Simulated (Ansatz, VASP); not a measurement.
**SnO in VASP and in Ansatz**

The input INCAR:

```
PREC = Accurate
ENCUT = 520
EDIFF = 1E-6
ISMEAR = 0
SIGMA = 0.05
LREAL = False
LASPH = True
NELM = 60
ALGO = Normal
ISIF = 2
LWAVE = False
LCHARG = False
GGA = PE
NBANDS = 28
```

The input KPOINTS:

```
regular mesh
0
Gamma
  10 10 8
```

POSCAR

```
SnO
1.0
    3.7125861900      0.0000000000      0.0000000000
    0.0000000000      3.7125861900      0.0000000000
    0.0000000000      0.0000000000      5.0679375214
Sn O
2 2
Direct
   -0.0215397020      0.5000000000      0.2286909982
    0.5215397020      0.0000000000      0.7713090018
    0.0022927840      0.0000000000      0.0000000000
    0.4977072160      0.5000000000      0.0000000000
```

Input for Ansatz:

```yaml
crystal:
  lattice:
    - [3.71258619, 0.0, 0.0]
    - [0.0, 3.71258619, 0.0]
    - [0.0, 0.0, 5.0679375214]
  atoms:
    - { symbol: Sn, position: [-0.021539702, 0.5, 0.2286909982] }
    - { symbol: Sn, position: [0.521539702, 0.0, 0.7713090018] }
    - { symbol: O, position: [0.002292784, 0.0, 0.0] }
    - { symbol: O, position: [0.497707216, 0.5, 0.0] }
basis:
  ecutwfc: 520.0
kpoints:
  mp_grid: { grid: [10, 10, 8] }
hamiltonian:
  xc: pbe
scf:
  occupations: { method: gaussian, width: 0.05 }
output:
  forces: true
  stress: true
  eigenvalues: true
```

Change from the starting cell: mode 4 frozen in at -0.083 Å, equal normal strain along x and y -0.0400.

Alike in both runs: task single point; functional PBE; k mesh 10 × 10 × 8; occupations gaussian, width 0.05 eV; no spin polarisation.

```csv
,VASP,Ansatz
version,VASP 6.6.1,Ansatz 0.2.0
potentials or method,"VASP PAW PBE potentials, release 64 (Sn_d, O), cutoff 520 eV","scalar-relativistic, plane waves, PAW"
valence electrons in the cell,40,40
```

Ansatz gave:

| Item | Value |
| --- | --- |
| gap on the k mesh at the Fermi level (eV) | 0.10 |
| least direct gap on the mesh (eV) | 2.08 |
| pressure (GPa) | 9.2 |
| traceless stress, the component that is largest in VASP (GPa) | -3.17 |
| rms of the force components (eV/Å) | 0.503 |

Problem. Estimate VASP's values.

Solution. gap on the k mesh at the Fermi level (eV): 0.11; least direct gap on the mesh (eV): 2.05; pressure (GPa): 9.5; traceless stress, the component that is largest in VASP (GPa): -3.15; rms of the force components (eV/Å): 0.545.

Atom by atom the forces differ by 0.044 eV/Å (rms over components).
